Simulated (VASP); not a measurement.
# P (R-3m) in VASP: notebook

P is run at these levels: PBE+D3(BJ); tasks: single point.

All numbers are computed with VASP 6.6.1; they aren't measurements. Logs are shortened: lines on timing, memory, paths and dates and some standing lists are left out, and cuts for length are marked.

## 1. The cell of the first run

The structure is trigonal, space group R-3m (No. 166). The conventional cell has a = 3.153 Å, b = 3.153 Å, c = 8.056 Å, α = 90.00°, β = 90.00°, γ = 120.00°. Within 2.8 Å of P (site symmetry 3m) lie 6 P at 2.12 to 2.43 Å.

## 2. Single point, PBE+D3(BJ) (strain -0.080 along x and y, -0.080 along z)

File INCAR:

```
SYSTEM = P
  PREC = Accurate
  ENCUT = 520
  EDIFF = 1E-6
  ISMEAR = 0
  SIGMA = 0.15
  LREAL = .False.
  LASPH = .True.
  NELM = 80
  ALGO = Normal
  ISIF = 2
  LWAVE = .False.
  LCHARG = .False.
  GGA = PE
  IVDW = 12
  NBANDS = 12
```

File KPOINTS:

```
regular mesh
0
Gamma
  24 24 24
  0 0 0
```

File POSCAR:

```
P
1.0
    1.5767427188      0.9103328331      2.6853944205
   -1.5767427188      0.9103328331      2.6853944205
    0.0000000000     -1.8206656662      2.6853944205
P
2
Direct
    0.2336660455      0.2336660455      0.2336660455
    0.7663339545      0.7663339545      0.7663339545
```

Potentials or basis: VASP PAW PBE potentials, release 64 (P).

Launch:

```bash
$ cat potpaw_PBE.64/P/POTCAR > POTCAR
$ mpirun -np 1 vasp_std > vasp.out
```

OUTCAR:

```text
SYSTEM = P
   PREC = Accurate
   ENCUT = 520
   EDIFF = 1E-6
   ISMEAR = 0
   LREAL = .False.
   LASPH = .True.
   NELM = 80
   ISIF = 2
   GGA = PE
   IVDW = 12
 IVDW          = 12

 ion  position               nearest neighbor table
   1  0.234  0.234  0.234-   2 2.12   2 2.12   2 2.12   2 2.43   2 2.43   2 2.43
   2  0.766  0.766  0.766-   1 2.12   1 2.12   1 2.12   1 2.43   1 2.43   1 2.43

  LATTYP: Found a trigonal (rhomboedric) cell.
 ALAT       =     3.2444054404
 COS(alpha) =     0.5276309637

  Lattice vectors:

 A1 = (   1.5767427188,   0.9103328331,   2.6853944205)
 A2 = (  -1.5767427188,   0.9103328331,   2.6853944205)
 A3 = (   0.0000000000,  -1.8206656662,   2.6853944205)

Analysis of symmetry for initial positions (statically):
=====================================================================
 Subroutine PRICEL returns:
 Original cell was already a primitive cell.

 Routine SETGRP: Setting up the symmetry group for a
 trigonal (rhombohedral) supercell.

 Subroutine GETGRP returns: Found 12 space group operations
 (whereof 12 operations were pure point group operations)
 out of a pool of 12 trial point group operations.

The static configuration has the point symmetry D_3d.

Analysis of symmetry for dynamics (positions and initial velocities):
=====================================================================
 Subroutine PRICEL returns:
 Original cell was already a primitive cell.

 Routine SETGRP: Setting up the symmetry group for a
 trigonal (rhombohedral) supercell.

 Subroutine GETGRP returns: Found 12 space group operations
 (whereof 12 operations were pure point group operations)
 out of a pool of 12 trial point group operations.

The dynamic configuration has the point symmetry D_3d.

 Subroutine INISYM returns: Found 12 space group operations
 (whereof 12 operations are pure point group operations),
 and found     1 'primitive' translations

----------------------------------------------------------------------------------------

                                     Primitive cell

  volume of cell :      23.1271

  direct lattice vectors                    reciprocal lattice vectors
     1.576742719  0.910332833  2.685394421     0.317109440  0.183083220  0.124128259
    -1.576742719  0.910332833  2.685394421    -0.317109440  0.183083220  0.124128259
     0.000000000 -1.820665666  2.685394421     0.000000000 -0.366166441  0.124128259

  length of vectors
     3.244405440  3.244405440  3.244405440     0.386633789  0.386633789  0.386633789

  position of ions in fractional coordinates (direct lattice)
     0.233666046  0.233666046  0.233666046
     0.766333954  0.766333954  0.766333954

  ion indices of the primitive-cell ions
   primitive index   ion index
                 1           1
                 2           2

----------------------------------------------------------------------------------------

 KPOINTS: regular mesh

Automatic generation of k-mesh.
 Grid dimensions read from file:
 generate k-points for:   24   24   24

 Generating k-lattice:

  Cartesian coordinates                     Fractional coordinates (reciprocal lattice)
     0.013212893  0.007628468  0.005172011     0.041666667  0.000000000 -0.000000000
    -0.013212893  0.007628468  0.005172011     0.000000000  0.041666667 -0.000000000
     0.000000000 -0.015256935  0.005172011    -0.000000000 -0.000000000  0.041666667

  Length of vectors
     0.016109741  0.016109741  0.016109741

  Shift w.r.t. Gamma in fractional coordinates (k-lattice)
     0.000000000  0.000000000  0.000000000

 Subroutine IBZKPT returns following result:
 ===========================================

 Found   1313 irreducible k-points:

 Following reciprocal coordinates:
            Coordinates               Weight
  0.000000  0.000000  0.000000      1.000000
  0.041667  0.000000 -0.000000      6.000000
  0.083333  0.000000 -0.000000      6.000000
  0.125000  0.000000  0.000000      6.000000
  0.166667  0.000000  0.000000      6.000000
  0.208333  0.000000 -0.000000      6.000000
[... 16 lines left out ...]
  0.416667  0.041667 -0.000000     12.000000
  0.458333  0.041667 -0.000000     12.000000
 [... further k-points ...]
   k-points           NKPTS =   1313   k-points in BZ     NKDIM =   1313   number of bands    NBANDS=     12
   number of dos      NEDOS =    301   number of ions     NIONS =      2
   total plane-waves  NPLWV =  13824
   dimension x,y,z NGX =    24 NGY =   24 NGZ =   24
   dimension x,y,z NGXF=    48 NGYF=   48 NGZF=   48
   ions per type =               2
   NGX,Y,Z   is equivalent  to a cutoff of  12.30, 12.30, 12.30 a.u.
   NGXF,Y,Z  is equivalent  to a cutoff of  24.60, 24.60, 24.60 a.u.
 SYSTEM =  P
   PREC   = accura    normal or accurate (medium, high low for compatibility)
   ISTART =      0    job   : 0-new  1-cont  2-samecut
   ICHARG =      2    charge: 1-file 2-atom 10-const
   ISPIN  =      1    spin polarized calculation?
   LNONCOLLINEAR =      F non collinear calculations
   LSORBIT =      F    spin-orbit coupling
   LASPH  =      T    aspherical Exc in radial PAW
   ENCUT  =  520.0 eV  38.22 Ry    6.18 a.u.   6.03  6.03  6.03*2*pi/ulx,y,z
   NELM   =     80;   NELMIN=  2; NELMDL= -5     # of ELM steps
   EDIFF  = 0.1E-05   stopping-criterion for ELM
   LREAL  =      F    real-space projection
[... 7 lines left out ...]
   TEBEG  =    0.0;   TEEND  =   0.0 temperature during run
   PSTRESS=    0.0 pullay stress
   NELECT =      10.0000    total number of electrons
   NUPDOWN=      -1.0000    fix difference up-down
   EMIN   =  10.00;   EMAX   =-10.00  energy-range for DOS
   EFERMI =   0.00;   METHOD = LEGACY
   ISMEAR =     0;   SIGMA  =   0.15  broadening in eV -4-tet -1-fermi 0-gaus
   EFERMI_NEDOS =   21; number of points for ismear=-14 and -15
   IALGO  =     38    algorithm
   IMIX   =      4    mixing-type and parameters
     AMIX     =   0.40;   BMIX     =  1.00
     AMIX_MAG =   1.60;   BMIX_MAG =  1.00
  volume/ion in A,a.u.               =      11.56        78.03
  Fermi-wavevector in a.u.,A,eV,Ry     =   1.237945  2.339377 20.851037  1.532508
  Thomas-Fermi vector in A             =   2.372491
   LORBIT       =      0    0 simple, 1 ext, 2 COOP (PROOUT), +10 PAW based schemes
   GGA     = PE    functional components
   LHFCALC =     F    Hartree Fock is set to
   AEXX    =    0.0000 exact exchange contribution
   IVDW    =    12    specifies the selected vdW correction
   LEPSILON=     F    determine dielectric tensor
   LRPA    =     F    only Hartree local field effects (RPA)
 non-spin polarized calculation
 Gauss-broadening in eV      SIGMA  =   0.15
  energy-cutoff  :      520.00
  volume of cell :       23.13
 maximum number of plane-waves:       635
   NGX = 13   NGY = 13   NGZ = 13

 number of electron      10.0000001 magnetization

 Free energy of the ion-electron system (eV)
  ---------------------------------------------------
  ext. energy  EPLUGINS =         0.00000000
  ---------------------------------------------------
  free energy    TOTEN  =        -9.65816910 eV

  energy without entropy =       -9.65353886  energy(sigma->0) =       -9.65585398

 E-fermi :  13.4938     XC(G=0): -12.3049

 val. band max:       13.4910279880   @ k =   0.3333   0.2917   0.2917
 cond. band min:      13.4968345684   @ k =   0.4583   0.4167   0.3750
 fundamental gap:      0.0058065804
 Fermi energy:        13.4937695666

 k-point     1 :       0.0000    0.0000    0.0000
  band No.  band energies     occupation
      1      -5.9616      2.00000
      2      10.5397      2.00000
      3      10.7208      2.00000
      4      10.7208      2.00000
      5      13.9293      0.00004
      6      16.2138      0.00000
      7      16.7751      0.00000
      8      16.7751      0.00000
      9      19.9897      0.00000
     10      19.9897      0.00000
     11      20.1638      0.00000
     12      20.1638      0.00000

 k-point     2 :       0.0417    0.0000   -0.0000
  band No.  band energies     occupation
      1      -5.9256      2.00000
      2      10.3613      2.00000
      3      10.5510      2.00000
      4      10.6923      2.00000
      5      14.0228      0.00000
      6      16.3686      0.00000
      7      16.8360      0.00000
      8      16.8533      0.00000
      9      19.0969      0.00000
     10      19.3744      0.00000
     11      20.1353      0.00000
     12      21.1385      0.00000

 k-point     3 :       0.0833    0.0000   -0.0000
  band No.  band energies     occupation
      1      -5.8176      2.00000
      2       9.5775      2.00000
      3      10.4727      2.00000
      4      10.6132      2.00000
      5      14.1920      0.00000
      6      16.5236      0.00000
      7      17.0390      0.00000
      8      17.2535      0.00000
      9      18.2591      0.00000
     10      18.4999      0.00000
     11      19.9669      0.00000
     12      22.2639      0.00000
[... 286 lines left out ...]
 k-point    23 :       0.4167    0.0417   -0.0000
  band No.  band energies     occupation
      1      -2.6318      2.00000
      2       1.3365      2.00000
      3       9.5033      2.00000
      4      10.2327      2.00000
      5      12.3601      2.00000
      6      13.6280      0.20555
      7      15.1499      0.00000
      8      16.1331      0.00000
      9      22.6543      0.00000
     10      23.4624      0.00000
     11      25.3292      0.00000
     12      28.3511      0.00000

 k-point    24 :       0.4583    0.0417   -0.0000
  band No.  band energies     occupation
      1      -1.9432      2.00000
      2       0.4185      2.00000
      3       9.4915      2.00000
      4      10.3015      2.00000
      5      12.1270      2.00000
      6      13.3620      1.78592
      7      15.2219      0.00000
      8      15.8721      0.00000
      9      23.7505      0.00000
     10      24.5351      0.00000
     11      26.3259      0.00000
     12      27.2991      0.00000

 [... further k-points ...]

------------------------ aborting loop because EDIFF is reached ----------------------------------------

 Edisp (eV)   -1.22344

 E8    (eV) :    -0.4608

  FORCE on cell =-STRESS in cart. coord.  units (eV):
  Direction    XX          YY          ZZ          XY          YZ          ZX
  --------------------------------------------------------------------------------------
  -------------------------------------------------------------------------------------
  Total       6.85696     6.85696     4.80457    -0.00000    -0.00000     0.00000
  in kB     475.03109   475.03109   332.84696    -0.00000    -0.00000     0.00000
  external pressure =      427.64 kB  Pullay stress =        0.00 kB

 VOLUME and BASIS-vectors are now :
 -----------------------------------------------------------------------------
  energy-cutoff  :      520.00
  volume of cell :       23.13
      direct lattice vectors                 reciprocal lattice vectors
     1.576742719  0.910332833  2.685394421     0.317109440  0.183083220  0.124128259
    -1.576742719  0.910332833  2.685394421    -0.317109440  0.183083220  0.124128259
     0.000000000 -1.820665666  2.685394421     0.000000000 -0.366166441  0.124128259

 POSITION                                       TOTAL-FORCE (eV/Angst)
 -----------------------------------------------------------------------------------
      0.00000      0.00000      1.88246         0.000000     -0.000000      1.780923
      0.00000      0.00000      6.17373         0.000000      0.000000     -1.780923
 -----------------------------------------------------------------------------------
    total drift:                               -0.000000     -0.000000      0.000000

  FREE ENERGIE OF THE ION-ELECTRON SYSTEM (eV)
  ---------------------------------------------------
  free  energy   TOTEN  =       -10.8816136646 eV

  energy  without entropy=      -10.8769834264  energy(sigma->0) =      -10.87929855
```

It took 4.9 min on 1 thread of Intel Xeon 8259CL, shared host; peak memory 0.38 GiB.

What came out:

```
Free energy                : -10.8816 eV
Pressure                   : 42.8 GPa
Largest force              : 1.781 eV/Å
Band gap on the k mesh     : zero (bands 5 and 6 overlap by 3.45 eV)
Dispersion energy per atom : -0.612 eV
```

Forces in eV/Å, atoms in the order of the input:
```
P    0.000  0.000  1.781
P    0.000  0.000 -1.781
```

Stress tensor (GPa, compression positive):
```
47.50  0.00  0.00
 0.00 47.50  0.00
 0.00  0.00 33.28
```

Levels at points of the mesh, in eV from the Fermi level:
| k point | band 1 | band 2 | band 3 | band 4 | band 5 | band 6 | band 7 | band 8 | band 9 | band 10 |
| --- | --- | --- | --- | --- | --- | --- | --- | --- | --- | --- |
| (0.00, 0.00, 0.00) | -19.46 | -2.95 | -2.77 | -2.77 | 0.44 | 2.72 | 3.28 | 3.28 | 6.50 | 6.50 |
| (0.50, 0.00, 0.00) | -14.71 | -13.97 | -3.62 | -3.16 | -1.25 | -0.40 | 1.50 | 1.91 | 11.16 | 12.82 |
| (0.50, 0.50, 0.00) | -13.94 | -11.47 | -7.16 | -6.75 | -6.65 | -1.14 | 9.49 | 9.93 | 10.67 | 13.57 |
| (0.50, 0.50, 0.50) | -15.73 | -13.41 | -2.86 | -2.86 | -0.88 | -0.88 | 1.92 | 3.39 | 11.22 | 11.22 |

Caveat: the cell differs from its parent crystal (strain -0.080 along x and y, -0.080 along z); the stress differs along the axes, from 33 to 48 GPa; forces of over 1 eV/Å act on the atoms, so gaps and moduli don't describe the material at rest.

## 3. Single point, PBE+D3(BJ) (strain -0.080 along x and y, -0.040 along z)

File INCAR:

```
SYSTEM = P
PREC = Accurate
ENCUT = 520
EDIFF = 1E-6
ISMEAR = 0
SIGMA = 0.15
LREAL = .False.
LASPH = .True.
NELM = 80
ALGO = Normal
ISIF = 2
LWAVE = .False.
LCHARG = .False.
GGA = PE
IVDW = 12
NBANDS = 12
```

KPOINTS is that of step 2.

File POSCAR:

```
P
1.0
    1.5767427188      0.9103328331      2.8021506996
   -1.5767427188      0.9103328331      2.8021506996
    0.0000000000     -1.8206656662      2.8021506996
P
2
Direct
    0.2336660455      0.2336660455      0.2336660455
    0.7663339545      0.7663339545      0.7663339545
```

Potentials or basis: VASP PAW PBE potentials, release 64 (P).

Launch:

```bash
$ cat potpaw_PBE.64/P/POTCAR > POTCAR
$ mpirun -np 1 vasp_std > vasp.out
```

Wall time 9.7 min (1 thread of Intel Xeon 8259CL, shared host); peak memory 0.41 GiB.

Results (log left out):

```yaml
Free_energy: -11.0535 eV
Pressure: 33.9 GPa
Largest_force: 1.386 eV/Å
Band_gap_on_the_k_mesh: zero (bands 5 and 6 overlap by 3.13 eV)
Dispersion_energy_per_atom: -0.586 eV
```

Forces on the atoms (eV/Å):
```
P    0.000  0.000  1.386
P    0.000  0.000 -1.386
```

Stress tensor (GPa, compression positive):
```
39.09  0.00  0.00
 0.00 39.09  0.00
 0.00  0.00 23.39
```

Levels at points of the mesh, in eV from the Fermi level:
```csv
k point,band 1,band 2,band 3,band 4,band 5,band 6,band 7,band 8,band 9,band 10
"(0.00, 0.00, 0.00)",-19.03,-3.56,-2.52,-2.52,-0.66,2.80,3.50,3.50,6.30,6.30
"(0.50, 0.00, 0.00)",-14.38,-13.59,-3.56,-3.46,-1.47,-0.20,1.19,1.54,10.14,11.51
"(0.50, 0.50, 0.00)",-13.76,-11.18,-7.22,-6.80,-6.20,-0.84,9.18,9.36,10.08,12.51
"(0.50, 0.50, 0.50)",-15.76,-13.25,-2.52,-2.52,-0.46,-0.46,2.19,3.67,10.80,10.80
```

Caveat: the cell differs from its parent crystal (strain -0.080 along x and y, -0.040 along z); the stress differs along the axes, from 23 to 39 GPa; forces of over 1 eV/Å act on the atoms, so gaps and moduli don't describe the material at rest.

## 4. Single point, PBE+D3(BJ) (strain -0.080 along x and y, +0.000 along z)

File INCAR:

```
PREC = Accurate
ENCUT = 520
EDIFF = 1E-7
ISMEAR = 0
SIGMA = 0.15
LREAL = False
LASPH = True
NELM = 60
ALGO = Normal
ISIF = 2
LWAVE = False
LCHARG = True
GGA = PE
IVDW = 12
LELF = True
LVHAR = True
NBANDS = 12
```

File KPOINTS:

```
Automatic mesh
0
Gamma
  24 24 24
```

File POSCAR:

```
P
1.0
    1.5767427188      0.9103328331      2.9189069788
   -1.5767427188      0.9103328331      2.9189069788
    0.0000000000     -1.8206656662      2.9189069788
P
2
Direct
    0.2336660455      0.2336660455      0.2336660455
    0.7663339545      0.7663339545      0.7663339545
```

Launch:

```bash
$ cat potpaw_PBE.64/P/POTCAR > POTCAR
$ mpirun -np 1 vasp_std > vasp.out
```

Run time: 9.9 min. Hardware: 1 thread of Intel Xeon 8259CL, shared host; peak memory 0.42 GiB.

It converged, with:

| Item | Value |
| --- | --- |
| Free energy | -11.1753 eV |
| Pressure | 26.3 GPa |
| Largest force | 1.023 eV/Å |
| Band gap on the k mesh | zero (bands 5 and 6 overlap by 2.69 eV) |
| Dispersion energy per atom | -0.562 eV |

Forces in eV/Å, atoms in the order of the input:
```
P    0.000  0.000  1.023
P    0.000  0.000 -1.023
```

Stress tensor (GPa, compression positive):
```
31.81  0.00  0.00
 0.00 31.81  0.00
 0.00  0.00 15.38
```

Levels at points of the mesh, in eV from the Fermi level:
```csv
k point,band 1,band 2,band 3,band 4,band 5,band 6,band 7,band 8,band 9,band 10
"(0.00, 0.00, 0.00)",-18.63,-4.07,-2.25,-2.25,-1.66,2.92,3.66,3.66,6.21,6.21
"(0.50, 0.00, 0.00)",-14.06,-13.22,-3.72,-3.45,-1.65,0.00,0.97,1.21,9.16,10.45
"(0.50, 0.50, 0.00)",-13.58,-10.92,-7.26,-6.79,-5.77,-0.53,8.46,9.22,9.50,11.37
"(0.50, 0.50, 0.50)",-15.75,-13.08,-2.19,-2.19,-0.07,-0.07,2.46,3.89,10.48,10.48
```

Caveat: the cell differs from its parent crystal (strain -0.080 along x and y, +0.000 along z); the stress differs along the axes, from 15 to 32 GPa; forces of over 1 eV/Å act on the atoms, so gaps and moduli don't describe the material at rest.

(Part 1 of 2 ends here.)
